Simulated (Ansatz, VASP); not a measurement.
## One calculation of Sn, two programs

The input POSCAR:

```
Sn
1.0
   -1.8946518192      1.8946518192      1.8946518192
    1.8946518192     -1.8946518192      1.8946518192
    1.8946518192      1.8946518192     -1.8946518192
Sn
1
Direct
    0.0000000000      0.0000000000      0.0000000000
```

INCAR.step1

```
  PREC = Accurate
  ENCUT = 600
  ISMEAR = -1
  SIGMA = 0.05
  LREAL = False
  LASPH = True
  NELM = 80
  GGA = PE
  ALGO = Normal
  EDIFF = 1E-4
  LWAVE = True
  LCHARG = False
```

INCAR.step2

```
  PREC = Accurate
  ENCUT = 600
  EDIFF = 1E-6
  ISMEAR = -1
  SIGMA = 0.05
  LREAL = False
  LASPH = True
  NELM = 80
  ALGO = Normal
  ISIF = 3
  LWAVE = False
  LCHARG = False
  METAGGA = R2SCAN
  LMIXTAU = True
  IBRION = 2
  NSW = 60
  EDIFFG = -0.01
  ISTART = 1
```

KPOINTS

```
regular mesh
0
Gamma
  10 10 10
```

Contents of input.yaml:

```yaml
crystal:
  lattice:
    - [-1.8946518192, 1.8946518192, 1.8946518192]
    - [1.8946518192, -1.8946518192, 1.8946518192]
    - [1.8946518192, 1.8946518192, -1.8946518192]
  atoms:
    - { symbol: Sn, position: [0.0, 0.0, 0.0] }
hamiltonian:
  xc: r2scan
  pseudopotentials: { kind: paw }
kpoints:
  mp_grid: { grid: [10, 10, 10] }
scf:
  occupations: { method: fermi_dirac, width: 0.05 }
output:
  forces: true
  stress: true
  eigenvalues: true
relax:
  f_tol: 0.01
  max_steps: 40
  cell: { stress_tol: 0.05 }
```

Alike in both runs: task relaxation of cell and atoms; functional r2SCAN; k mesh 10 × 10 × 10; occupations fermi-dirac, width 0.05 eV; no spin polarisation.

|  | VASP | Ansatz |
| --- | --- | --- |
| version | VASP 6.6.1 | Ansatz 0.2.0 |
| potentials or method | VASP PAW PBE potentials, release 64 (Sn_d) | Ansatz PAW |
| plane-wave cutoff (eV) | 600 | 500 |
| valence electrons in the cell | 14 | 14 |

Ansatz gave:

| Quantity | Value |
| --- | --- |
| gap on the k mesh at the Fermi level, each at its own relaxed structure (eV) | none |
| relaxed volume (Å³/atom) | 26.76 |
| relaxed cell length with the largest relative difference (Å) | 3.264 |

Question: Which values does VASP return?

Answer: gap on the k mesh at the Fermi level, each at its own relaxed structure (eV): none; relaxed volume (Å³/atom): 26.79; relaxed cell length with the largest relative difference (Å): 3.265.

VASP's potentials were made for PBE, not for r2SCAN. A gap of «none» marks a metal or a gap that the smearing closes.

Noted on Ansatz's run: the plane-wave basis is chosen anew once the cell has moved, so the energies of steps on either side of that aren't comparable.
